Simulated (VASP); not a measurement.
**SiC: single point with r2SCAN**

Crystal: SiC.

```
Si C
1.0
     4.34800    0.00000    0.00000
     0.00000    2.17400   -2.17400
     0.00000    7.05233    7.05233
Si C
6 6
Direct
  0.00000 0.00000 0.84772
  0.50000 0.50000 0.07705
  0.00000 0.00000 0.23118
  0.50000 0.50000 0.38532
  0.00000 0.00000 0.53945
  0.50000 0.50000 0.69359
  0.75000 0.00000 0.38532
  0.25000 0.50000 0.53945
  0.75000 0.00000 0.69359
  0.25000 0.50000 0.84772
  0.75000 0.00000 0.07705
  0.25000 0.50000 0.23118
```

This cell differs from its parent crystal: the distance across one plane changed.

- Program: VASP 6.6.1
- Task: single point
- Functional: r2SCAN
- Potentials or basis: VASP PAW PBE potentials, release 64 (Si, C)
- Cutoff: 520 eV
- k mesh: 6 × 9 × 3
- Occupations: gaussian, width 0.05 eV
- Spin: no spin polarisation

```json
{
  "Pressure": "-6.0 GPa",
  "Largest force": "2.055 eV/Å",
  "Band gap on the k mesh": "1.29 eV (least direct gap 1.30 eV)"
}
```

Forces in eV/Å, atoms in the order of the input:
```
Si   1.072  1.240  1.240
Si   1.072 -1.240 -1.240
Si  -0.057 -0.500 -0.500
Si   0.188 -0.032 -0.032
Si   0.188  0.032  0.032
Si  -0.057  0.500  0.500
C   -0.097  0.109  0.109
C   -0.097 -0.109 -0.109
C   -0.427  0.284  0.284
C   -0.679  1.301  1.301
C   -0.679 -1.301 -1.301
C   -0.427 -0.284 -0.284
```

Stress tensor (GPa, compression positive):
```
-1.78  0.00  0.00
 0.00 -8.05 -8.65
 0.00 -8.65 -8.05
```

Levels at points of the mesh, in eV from the valence-band top:
```tsv
k point	band 21	band 22	band 23	band 24	band 25	band 26	band 27	band 28
(0.00, 0.00, 0.00)	-0.36	-0.09	-0.06	-0.01	1.29	3.50	3.89	4.42
(0.50, 0.00, 0.00)	-1.02	-1.02	-0.67	-0.67	3.29	3.29	5.61	5.61
```

It took 6.5 min on 1 thread of AMD EPYC 9R45 96-Core Processor (Zen 5) (shared host), peak memory 0.29 GiB.

Caveat: the cell differs from its parent crystal (the distance across one plane changed); the stress differs along the axes, from -8 to -2 GPa; the PAW data sets were made with another functional, which shifts forces and pressure a little. A k mesh can miss the band edges.
